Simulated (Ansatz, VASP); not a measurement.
# Two plane-wave programs on Mo

Contents of INCAR:

```
SYSTEM = Mo
ALGO     = Normal         ! electronic algorithm
EDIFF    = 1E-6           ! SCF threshold, eV
ENCUT    = 520            ! plane-wave cutoff, eV
GGA      = RP             ! functional
ISIF     = 2              ! what is computed and relaxed
ISMEAR   = -1             ! smearing method
LASPH    = .True.         ! aspherical terms in the spheres
LCHARG   = .True.         ! write CHGCAR
LELF     = .True.         ! ELF
LREAL    = .False.        ! projectors in reciprocal space
LVHAR    = .True.       
LWAVE    = .False.        ! write WAVECAR
NBANDS   = 36             ! bands
NELM     = 100            ! most SCF steps
PREC     = Accurate       ! precision mode
SIGMA    = 0.1            ! smearing width, eV
```

Contents of KPOINTS:

```
k-points
0
Gamma
  15 15 4
  0 0 0
```

Contents of POSCAR:

```
Mo
1.0
    2.8218924637      0.0000000000      0.0000000000
   -1.4109462319      2.4438305603      0.0000000000
    0.0000000000      0.0000000000      9.8424279911
Mo
4
Direct
    1.0000000000      1.0000000000      0.0000000000
    1.0000000000      1.0000000000      0.5000000000
    0.3333333333      0.6666666667      0.2500000000
    0.6666666667      0.3333333333      0.7500000000
```

Input for Ansatz:

```yaml
crystal:
  lattice:
    - [2.8218924637, 0.0, 0.0]
    - [-1.4109462319, 2.4438305603, 0.0]
    - [0.0, 0.0, 9.8424279911]
  atoms:
    - { symbol: Mo, position: [1.0, 1.0, 0.0] }
    - { symbol: Mo, position: [1.0, 1.0, 0.5] }
    - { symbol: Mo, position: [0.3333333333, 0.6666666667, 0.25] }
    - { symbol: Mo, position: [0.6666666667, 0.3333333333, 0.75] }
hamiltonian:
  xc: rpbe
  pseudopotentials:
    kind: paw
    azcp:
      Mo: "pseudopotentials/Mo.paw.azcp"
basis:
  ecutwfc: 420
  fft_grid_basis: typed
kpoints:
  mp_grid: { grid: [15, 15, 4], shift: [0, 0, 0] }
magnetization:
  spin_polarized: false
scf:
  occupations: { method: fermi_dirac, width: 0.1 }
  lower_state_search: "off"
output:
  stress: true
```

Alike in both runs: task single point; functional RPBE; k mesh 15 × 15 × 4; occupations fermi-dirac, width 0.1 eV; no spin polarisation.

```csv
,VASP,Ansatz
version,VASP 6.6.1,Ansatz 0.2.0
potentials or method,"VASP PAW PBE potentials, release 64 (Mo_sv), cutoff 520 eV","plane waves (420 eV) with PAW, scalar-relativistic"
valence electrons in the cell,56,56
```

Ansatz gave:

* pressure (GPa): -8.3
* traceless stress, the component that is largest in VASP (GPa): 0.73

Problem. What did VASP give for the same quantities?

Solution. Pressure (GPa): -7.9; traceless stress, the component that is largest in VASP (GPa): 0.67.

VASP's potentials were made for PBE, not for RPBE.
